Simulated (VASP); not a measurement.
Set up this calculation in VASP 6.6.1, as the native input.

| Property | Result |
| --- | --- |
| Task | single point |
| Functional | PBEsol |
| Potentials or basis | VASP PAW PBE potentials, release 64 (Al, Co) |
| Cutoff | 520 eV |
| k mesh | 12 × 12 × 12 |
| Occupations | methfessel-paxton, width 0.05 eV |
| Spin | collinear spin, ferromagnetic start |
| Starting moments | [0.0, 1.48, 1.48, 1.48] μB |
| Dipole correction | no |
| Further INCAR settings | ALGO = Normal; EDIFF = 1e-07; NBANDS = 27 |

The structure of AlCo3 lies in POSCAR:

```
AlCo3
1.0
    3.5749480000      0.0000000000      0.0000000000
    0.0000000000      3.5749480000      0.0000000000
    0.0000000000      0.0000000000      3.5749480000
Al Co
1 3
Direct
    0.0000000000      0.0000000000      0.0000000000
    0.5000000000      0.5000000000      0.0000000000
    0.5000000000      0.0000000000      0.5000000000
    0.0000000000      0.5000000000      0.5000000000
```

The input as run:

INCAR

```
SYSTEM = AlCo3
PREC = Accurate
ENCUT = 520
EDIFF = 1E-7
ISMEAR = 1
SIGMA = 0.05
LREAL = .FALSE.
LASPH = .TRUE.
NELM = 150
ALGO = Normal
ISIF = 2
LWAVE = .FALSE.
LCHARG = .FALSE.
ISPIN = 2
MAGMOM = 0 1.48 1.48 1.48
LORBIT = 11
LMAXMIX = 4
GGA = PS
NBANDS = 27
```

KPOINTS

```
regular mesh
0
G
  12 12 12
  0 0 0
```

Potentials or basis: VASP PAW PBE potentials, release 64 (Al, Co).

Run with:

```sh
$ cat potpaw_PBE.64/Al/POTCAR potpaw_PBE.64/Co/POTCAR > POTCAR
$ mpirun -np 1 vasp_std > vasp.out
```

Results of the run:

```
Pressure                                              : -7.6 GPa
Net moment                                            : 3.88 μB per cell
Site moments                                          : Al -0.04; Co +1.33 μB
Valence electrons inside the program's atomic spheres : Al 0.82; Co 8.30
```

Caveat: the PAW data sets were made with another functional, which shifts forces and pressure a little.

It took 95 s on 1 thread of Intel(R) Xeon(R) 6975P-C (Granite Rapids), on a shared host, peak memory 0.27 GiB.
